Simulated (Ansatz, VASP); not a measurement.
**Two plane-wave programs on Zn**

```
CELL_PARAMETERS angstrom
2.66480 0.00000 0.00000
-1.33240 2.30778 0.01154
0.00000 0.02473 4.94670
ATOMIC_POSITIONS crystal
Zn 0.33333 0.66667 0.25000
Zn 0.66667 0.33333 0.75000
```

Change from the starting cell: strain +0.0100 x Voigt [0, 0, 0, 1, 0, 0], atoms carried along.

Alike in both runs: task single point; functional PBE; k mesh 21 × 21 × 10; occupations gaussian, width 0.15 eV; no spin polarisation.

|  | VASP | Ansatz |
| --- | --- | --- |
| version | VASP 6.6.1 | Ansatz 0.2.0 |
| potentials or method | VASP PAW PBE potentials, release 64 (Zn), cutoff 520 eV | scalar-relativistic, plane waves, PAW |
| valence electrons in the cell | 24 | 24 |

```csv
,VASP,Ansatz,Ansatz less VASP
gap on the k mesh at the Fermi level (eV),none,none,-
pressure (GPa),0.1,-0.3,-0.38
"traceless stress, the component that is largest in VASP (GPa)",1.45,1.60,+0.144
```

A gap of «none» marks a metal or a gap that the smearing closes.
